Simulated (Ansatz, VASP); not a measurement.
Pt in VASP and in Ansatz

```
CELL_PARAMETERS angstrom
0.00000 1.94683 1.98090
2.05391 0.00000 1.98090
2.05391 1.94683 0.00000
ATOMIC_POSITIONS crystal
Pt 0.00000 0.00000 0.00000
```

Change from the starting cell: normal strain along x +0.0550, normal strain along z +0.0175.

Alike in both runs: task single point; functional LDA; k mesh 20 × 20 × 20; occupations gaussian, width 0.15 eV; no spin polarisation.

|  | VASP | Ansatz |
| --- | --- | --- |
| version | VASP 6.6.1 | Ansatz 0.2.0 |
| potentials or method | VASP PAW LDA potentials, release 64 (Pt), cutoff 520 eV | scalar-relativistic, plane waves, PAW |
| valence electrons in the cell | 10 | 18 |

```tsv
	VASP	Ansatz	Ansatz less VASP
gap on the k mesh at the Fermi level (eV)	none	none	-
pressure (GPa)	-17.1	-17.7	-0.55
traceless stress, the component that is largest in VASP (GPa)	-2.72	-2.72	+0.007
```

LDA's correlation is that of Perdew and Zunger in VASP and of Perdew and Wang (1992) in Ansatz. A gap of «none» marks a metal or a gap that the smearing closes. VASP's potentials hold 10 valence electrons a cell and Ansatz's 18, so a difference there can come from the potentials and not from the codes.

Neither program's run includes spin-orbit coupling.
